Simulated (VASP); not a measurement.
# Ge (P6_3/mmc) in VASP: a series of runs

The runs below take Ge through single point, with revPBE.

All numbers are computed with VASP 6.6.1; they aren't measurements. Logs are shortened: lines on timing, memory, paths and dates and some standing lists are left out, and cuts for length are marked.

## 1. The cell of the first run

The structure is hexagonal, space group P6_3/mmc (No. 194). The conventional cell has a = 3.037 Å, b = 3.037 Å, c = 9.956 Å, α = 90.00°, β = 90.00°, γ = 120.00°. Ge (site symmetry -3m) has 12 Ge at 3.04 Å within 4.0 Å. Within 4.0 Å of Ge (site symmetry -6m2) lie 12 Ge at 3.04 Å.

## 2. Single point, revPBE

INCAR reads:

```
SYSTEM = Ge
PREC = Accurate ; ENCUT = 520
EDIFF = 1E-7 ; ISMEAR = -1
SIGMA = 0.1 ; LREAL = .FALSE.
LASPH = .TRUE. ; NELM = 80
ALGO = Normal ; ISIF = 2
LWAVE = .FALSE. ; LCHARG = .FALSE.
GGA = RE ; NBANDS = 36
```

KPOINTS reads:

```
regular mesh
0
G
  12 12 4
  0 0 0
```

POSCAR reads:

```
Ge
1.0
    3.0367277957      0.0000000000      0.0000000000
   -1.5183638978      2.6298834154      0.0000000000
    0.0000000000      0.0000000000      9.9556797359
Ge
4
Direct
    1.0000000000      1.0000000000      0.0000000000
    1.0000000000      1.0000000000      0.5000000000
    0.3333333333      0.6666666667      0.2500000000
    0.6666666667      0.3333333333      0.7500000000
```

Potentials or basis: VASP PAW PBE potentials, release 64 (Ge_d).

Started as:

```console
$ cat potpaw_PBE.64/Ge_d/POTCAR > POTCAR
$ mpirun -np 1 vasp_std > vasp.out
```

OUTCAR:

```text
SYSTEM = Ge
   PREC = Accurate
   ENCUT = 520
   EDIFF = 1E-7
   ISMEAR = -1
   LREAL = .FALSE.
   LASPH = .TRUE.
   NELM = 80
   ISIF = 2
   GGA = RE

 ion  position               nearest neighbor table
   1  0.000  0.000  0.000-
   2  0.000  0.000  0.500-
   3  0.333  0.667  0.250-
   4  0.667  0.333  0.750-

  LATTYP: Found a hexagonal cell.
 ALAT       =     3.0367277957
 C/A-ratio  =     3.2784234893

  Lattice vectors:

 A1 = (   3.0367277957,   0.0000000000,   0.0000000000)
 A2 = (  -1.5183638978,   2.6298834154,   0.0000000000)
 A3 = (   0.0000000000,   0.0000000000,   9.9556797359)

Analysis of symmetry for initial positions (statically):
=====================================================================
 Subroutine PRICEL returns:
 Original cell was already a primitive cell.

 Routine SETGRP: Setting up the symmetry group for a
 hexagonal supercell.

 Subroutine GETGRP returns: Found 24 space group operations
 (whereof 12 operations were pure point group operations)
 out of a pool of 24 trial point group operations.

The static configuration has the point symmetry D_3d.
 The point group associated with its full space group is D_6h.

Analysis of symmetry for dynamics (positions and initial velocities):
=====================================================================
 Subroutine PRICEL returns:
 Original cell was already a primitive cell.

 Routine SETGRP: Setting up the symmetry group for a
 hexagonal supercell.

 Subroutine GETGRP returns: Found 24 space group operations
 (whereof 12 operations were pure point group operations)
 out of a pool of 24 trial point group operations.

The dynamic configuration has the point symmetry D_3d.
 The point group associated with its full space group is D_6h.

 Subroutine INISYM returns: Found 24 space group operations
 (whereof 12 operations are pure point group operations),
 and found     1 'primitive' translations

----------------------------------------------------------------------------------------

                                     Primitive cell

  volume of cell :      79.5084

  direct lattice vectors                    reciprocal lattice vectors
     3.036727796  0.000000000  0.000000000     0.329301823  0.190122496  0.000000000
    -1.518363898  2.629883415  0.000000000     0.000000000  0.380244993  0.000000000
     0.000000000  0.000000000  9.955679736     0.000000000  0.000000000  0.100445176

  length of vectors
[... 81 lines left out ...]
   LNONCOLLINEAR =      F non collinear calculations
   LSORBIT =      F    spin-orbit coupling
   LASPH  =      T    aspherical Exc in radial PAW
   ENCUT  =  520.0 eV  38.22 Ry    6.18 a.u.   5.65  5.65 18.51*2*pi/ulx,y,z
   NELM   =     80;   NELMIN=  2; NELMDL= -5     # of ELM steps
   EDIFF  = 0.1E-06   stopping-criterion for ELM
   LREAL  =      F    real-space projection
   EDIFFG = 0.1E-05   stopping-criterion for IOM
   NSW    =      0    number of steps for IOM
   IBRION =     -1    ionic relax: 0-MD 1-quasi-New 2-CG
   NFREE  =      0    steps in history (QN), initial steepest desc. (CG)
   ISIF   =      2    stress and relaxation
   ISYM   =      2    0-nonsym 1-usesym 2-fastsym
   POTIM  = 0.5000    time-step for ionic-motion
   TEBEG  =    0.0;   TEEND  =   0.0 temperature during run
   PSTRESS=    0.0 pullay stress
   NELECT =      56.0000    total number of electrons
   NUPDOWN=      -1.0000    fix difference up-down
   EMIN   =  10.00;   EMAX   =-10.00  energy-range for DOS
   EFERMI =   0.00;   METHOD = LEGACY
   ISMEAR =    -1;   SIGMA  =   0.10  broadening in eV -4-tet -1-fermi 0-gaus
   EFERMI_NEDOS =   21; number of points for ismear=-14 and -15
   IALGO  =     38    algorithm
   IMIX   =      4    mixing-type and parameters
     AMIX     =   0.40;   BMIX     =  1.00
     AMIX_MAG =   1.60;   BMIX_MAG =  1.00
  volume/ion in A,a.u.               =      19.88       134.14
  Fermi-wavevector in a.u.,A,eV,Ry     =   1.456576  2.752529 28.866297  2.121613
  Thomas-Fermi vector in A             =   2.573478
   LORBIT       =      0    0 simple, 1 ext, 2 COOP (PROOUT), +10 PAW based schemes
   GGA     = RE    functional components
   LHFCALC =     F    Hartree Fock is set to
   AEXX    =    0.0000 exact exchange contribution
   IVDW    =     0    specifies the selected vdW correction
   LEPSILON=     F    determine dielectric tensor
   LRPA    =     F    only Hartree local field effects (RPA)
 non-spin polarized calculation
  energy-cutoff  :      520.00
  volume of cell :       79.51
 maximum number of plane-waves:      2164
 NGX is ok and might be reduce to    24
   NGX = 11   NGY = 11   NGZ = 37

 number of electron      56.0000028 magnetization

 Free energy of the ion-electron system (eV)
  ---------------------------------------------------
  ext. energy  EPLUGINS =         0.00000000
  ---------------------------------------------------
  free energy    TOTEN  =       -15.53899043 eV

  energy without entropy =      -15.46421955  energy(sigma->0) =      -15.50160499

 E-fermi :   6.3332     XC(G=0): -10.9641

 val. band max:        6.3138120411   @ k =   0.4167   0.1667   0.0000
 cond. band min:       6.3909153511   @ k =   0.4167   0.1667   0.2500
 fundamental gap:      0.0771033100
 Fermi energy:         6.3332281607

 k-point     1 :       0.0000    0.0000    0.0000
  band No.  band energies     occupation
      1     -18.4409      2.00000
      2     -18.4401      2.00000
      3     -18.4361      2.00000
      4     -18.4361      2.00000
      5     -18.4336      2.00000
      6     -18.4336      2.00000
[... 925 lines left out ...]
     35      11.8022      0.00000
     36      13.1395      0.00000

 [... further k-points ...]
[... 5 lines left out ...]
  --------------------------------------------------------------------------------------
  -------------------------------------------------------------------------------------
  Total        0.0060107      0.0060107      0.0159902      0.0000000      0.0000000      0.0000000
  in kB        0.1211228      0.1211228      0.3222187      0.0000000      0.0000000      0.0000000
  external PRESSURE =       0.1881547 kB  Pullay stress =       0.0000000 kB

 VOLUME and BASIS-vectors are now :
 -----------------------------------------------------------------------------
  energy-cutoff  :      520.00
  volume of cell :       79.51
      direct lattice vectors                 reciprocal lattice vectors
     3.036727796  0.000000000  0.000000000     0.329301823  0.190122496  0.000000000
    -1.518363898  2.629883415  0.000000000     0.000000000  0.380244993  0.000000000
     0.000000000  0.000000000  9.955679736     0.000000000  0.000000000  0.100445176

 POSITION                                       TOTAL-FORCE (eV/Angst)
 -----------------------------------------------------------------------------------
      0.00000      0.00000      0.00000        -0.000000     -0.000000      0.000000
      0.00000      0.00000      4.97784         0.000000     -0.000000      0.000000
     -0.00000      1.75326      2.48892         0.000000     -0.000000      0.000000
      1.51836      0.87663      7.46676        -0.000000      0.000000     -0.000000
 -----------------------------------------------------------------------------------
    total drift:                               -0.000000      0.000000     -0.000000

  FREE ENERGIE OF THE ION-ELECTRON SYSTEM (eV)
  ---------------------------------------------------
  free  energy   TOTEN  =       -15.5389904289 eV

  energy  without entropy=      -15.4642195536  energy(sigma->0) =      -15.50160499
```

stdout:

```text
POSCAR found type information on POSCAR Ge
 POSCAR found :  1 types and       4 ions
 scaLAPACK will be used
 -----------------------------------------------------------------------------
|                                                                             |
|                                                                             |
|     You enforced a specific xc type in the INCAR file but a different       |
|     I HOPE YOU KNOW WHAT YOU ARE DOING!                                     |
|                                                                             |
 -----------------------------------------------------------------------------

 LDA part: xc-table for (Slater+PW92), standard interpolation
 POSCAR, INCAR and KPOINTS ok, starting setup
 FFT: planning ... GRIDC
 FFT: planning ... GRID_SOFT
 FFT: planning ... GRID
 WAVECAR not read
 entering main loop
```

Wall time 62 s (1 thread of Intel Xeon 6975P-C (Granite Rapids), shared host); peak memory 0.26 GiB.

What came out:

* Free energy: -15.5390 eV
* Pressure: 0.0 GPa
* Band gap on the k mesh: zero (band 28 reaches 12.96 eV, above the bottom of band 29 at 3.49 eV)

Levels at points of the mesh, in eV from the Fermi level:
```tsv
k point	band 24	band 25	band 26	band 27	band 28	band 29	band 30	band 31	band 32	band 33
(0.00, 0.00, 0.00)	-7.81	-5.25	1.08	1.08	6.57	6.57	7.31	7.31	7.47	7.47
(0.50, 0.00, 0.00)	-6.12	-4.98	-4.65	-2.31	-1.85	-0.33	0.57	2.60	4.03	4.04
(0.00, 0.00, 0.50)	-9.47	-2.86	-2.86	5.52	5.52	6.80	6.80	6.80	6.80	8.09
(0.50, 0.00, 0.50)	-6.66	-3.98	-3.98	-3.34	-3.34	1.66	1.66	2.97	2.97	3.18
```

Caveat: the PAW data sets were made with another functional, which shifts forces and pressure a little.

## 3. Single point, revPBE (volume scaled by 0.88)

INCAR reads:

```
SYSTEM = Ge
PREC = Accurate ; ENCUT = 520
EDIFF = 1E-6 ; ISMEAR = -1
SIGMA = 0.1 ; LREAL = .False.
LASPH = .True. ; NELM = 100
ALGO = Normal ; ISIF = 2
LWAVE = .False. ; LCHARG = .True.
GGA = RE ; LELF = .True.
LVHAR = .True. ; NBANDS = 36
```

KPOINTS reads:

```
Automatic mesh
0
Gamma
  16 16 5
  0 0 0
```

POSCAR reads:

```
Ge
1.0
    2.9100475721      0.0000000000      0.0000000000
   -1.4550237861      2.5201751237      0.0000000000
    0.0000000000      0.0000000000      9.5403683155
Ge
4
Direct
    1.0000000000      1.0000000000      0.0000000000
    1.0000000000      1.0000000000      0.5000000000
    0.3333333333      0.6666666667      0.2500000000
    0.6666666667      0.3333333333      0.7500000000
```

Potentials or basis: VASP PAW PBE potentials, release 64 (Ge_d).

Started as:

```console
$ cat potpaw_PBE.64/Ge_d/POTCAR > POTCAR
$ mpirun -np 1 vasp_std > vasp.out
```

OUTCAR:

```text
SYSTEM = Ge
   PREC = Accurate
   ENCUT = 520
   EDIFF = 1E-6
   ISMEAR = -1
   LREAL = .False.
   LASPH = .True.
   NELM = 100
   ISIF = 2
   GGA = RE

 ion  position               nearest neighbor table
   1  0.000  0.000  0.000-   3 2.92   4 2.92   4 2.92   3 2.92   4 2.92   3 2.92
   2  0.000  0.000  0.500-   3 2.92   4 2.92   4 2.92   3 2.92   4 2.92   3 2.92
   3  0.333  0.667  0.250-   1 2.92   2 2.92   1 2.92   2 2.92   1 2.92   2 2.92
   4  0.667  0.333  0.750-   1 2.92   2 2.92   1 2.92   2 2.92   1 2.92   2 2.92

  LATTYP: Found a hexagonal cell.
 ALAT       =     2.9100475721
 C/A-ratio  =     3.2784234894

  Lattice vectors:

 A1 = (   2.9100475721,   0.0000000000,   0.0000000000)
 A2 = (  -1.4550237861,   2.5201751237,   0.0000000000)
 A3 = (   0.0000000000,   0.0000000000,   9.5403683155)

Analysis of symmetry for initial positions (statically):
=====================================================================
 Subroutine PRICEL returns:
 Original cell was already a primitive cell.

 Routine SETGRP: Setting up the symmetry group for a
 hexagonal supercell.

 Subroutine GETGRP returns: Found 24 space group operations
 (whereof 12 operations were pure point group operations)
[... 166 lines left out ...]
  free energy    TOTEN  =       -15.28567128 eV

  energy without entropy =      -15.22271827  energy(sigma->0) =      -15.25419478

 E-fermi :   7.7905     XC(G=0): -11.6079

 val. band max:        7.7741086544   @ k =   0.2500  -0.0000   0.4000
 cond. band min:       7.7927402906   @ k =   0.1875   0.1875   0.0000
 fundamental gap:      0.0186316362
 Fermi energy:         7.7904551421

 k-point     1 :       0.0000    0.0000    0.0000
  band No.  band energies     occupation
      1     -17.1113      2.00000
      2     -17.1093      2.00000
      3     -17.0966      2.00000
      4     -17.0966      2.00000
      5     -17.0890      2.00000
      6     -17.0890      2.00000
[... 925 lines left out ...]
     35      12.3590      0.00000
     36      12.7952      0.00000

 [... further k-points ...]
[... 5 lines left out ...]
  --------------------------------------------------------------------------------------
  -------------------------------------------------------------------------------------
  Total        4.2277249      4.2277249      4.8303438     -0.0000000      0.0000000     -0.0000000
  in kB       96.8102531     96.8102531    110.6095621     -0.0000000      0.0000000     -0.0000000
  external PRESSURE =     101.4100228 kB  Pullay stress =       0.0000000 kB

 VOLUME and BASIS-vectors are now :
 -----------------------------------------------------------------------------
  energy-cutoff  :      520.00
  volume of cell :       69.97
      direct lattice vectors                 reciprocal lattice vectors
     2.910047572  0.000000000  0.000000000     0.343636994  0.198398911  0.000000000
    -1.455023786  2.520175124  0.000000000     0.000000000  0.396797822  0.000000000
     0.000000000  0.000000000  9.540368316     0.000000000  0.000000000  0.104817756

 POSITION                                       TOTAL-FORCE (eV/Angst)
 -----------------------------------------------------------------------------------
      0.00000      0.00000      0.00000        -0.000000      0.000000      0.000000
      0.00000      0.00000      4.77018        -0.000000      0.000000      0.000000
     -0.00000      1.68012      2.38509         0.000000     -0.000000     -0.000000
      1.45502      0.84006      7.15528        -0.000000      0.000000      0.000000
 -----------------------------------------------------------------------------------
    total drift:                               -0.000000      0.000000      0.000000

  FREE ENERGIE OF THE ION-ELECTRON SYSTEM (eV)
  ---------------------------------------------------
  free  energy   TOTEN  =       -15.2856712839 eV

  energy  without entropy=      -15.2227182709  energy(sigma->0) =      -15.25419478
```

It took 1.9 min on 1 thread of Intel Xeon 6975P-C (Granite Rapids), shared host; peak memory 0.29 GiB.

Results:

| Property | Result |
| --- | --- |
| Free energy | -15.2857 eV |
| Pressure | 10.1 GPa |
| Band gap on the k mesh | zero (band 28 reaches 15.25 eV, above the bottom of band 29 at 4.90 eV) |

Caveat: the PAW data sets were made with another functional, which shifts forces and pressure a little.

## 4. Single point, revPBE (volume scaled by 0.92)

INCAR reads:

```
ALGO = Normal
EDIFF = 1E-6
ENCUT = 520
GGA = RE
ISIF = 2
ISMEAR = -1
LASPH = T
LCHARG = T
LELF = T
LREAL = F
LVHAR = T
LWAVE = F
NBANDS = 36
NELM = 80
PREC = Accurate
SIGMA = 0.1
```

KPOINTS reads:

```
k-points
0
Gamma
  16 16 5
```

POSCAR reads:

```
Ge
1.0
    2.9534875223      0.0000000000      0.0000000000
   -1.4767437612      2.5577952241      0.0000000000
    0.0000000000      0.0000000000      9.6827828686
Ge
4
Direct
    1.0000000000      1.0000000000      0.0000000000
    1.0000000000      1.0000000000      0.5000000000
    0.3333333333      0.6666666667      0.2500000000
    0.6666666667      0.3333333333      0.7500000000
```

Started as:

```console
$ cat potpaw_PBE.64/Ge_d/POTCAR > POTCAR
$ mpirun -np 1 vasp_std > vasp.out
```

It took 96 s on 1 thread of Intel Xeon 6975P-C (Granite Rapids), shared host; peak memory 0.29 GiB.

Results (log left out):

* Free energy: -15.4408 eV
* Pressure: 6.3 GPa
* Band gap on the k mesh: zero (band 28 reaches 14.42 eV, above the bottom of band 29 at 4.55 eV)

Stress tensor (GPa, compression positive):
```
5.89 0.00 0.00
0.00 5.89 0.00
0.00 0.00 7.07
```

Levels at points of the mesh, in eV from the Fermi level:
| k point | band 26 | band 27 | band 28 | band 29 | band 30 | band 31 |
| --- | --- | --- | --- | --- | --- | --- |
| (0.00, 0.00, 0.00) | 1.16 | 1.16 | 7.11 | 7.11 | 7.90 | 7.90 |
| (0.50, 0.00, 0.00) | -5.14 | -2.34 | -1.94 | -0.51 | 0.45 | 2.72 |

Caveat: the PAW data sets were made with another functional, which shifts forces and pressure a little.

## 5. Overview

| cell | k mesh | gap on the mesh (eV) | pressure (GPa) |
| --- | --- | --- | --- |
| a = 3.037, b = 3.037, c = 9.956 Å, angles 90.0, 90.0, 120.0°, 4 atoms | 12 × 12 × 4 | none | 0.0 |
| a = 2.910, b = 2.910, c = 9.540 Å, angles 90.0, 90.0, 120.0°, 4 atoms | 16 × 16 × 5 | none | 10.1 |
| a = 2.953, b = 2.953, c = 9.683 Å, angles 90.0, 90.0, 120.0°, 4 atoms | 16 × 16 × 5 | none | 6.3 |

Alike in all rows: task single point; level revPBE; potentials or basis VASP PAW PBE potentials, release 64 (Ge_d); no spin polarisation; cutoff (eV) 520; smearing fermi-dirac 0.1 eV.

Caveats: the PAW data sets were made with another functional, which shifts forces and pressure a little.

Total energies depend on the potentials used, so only differences within one code and one set of settings carry meaning.
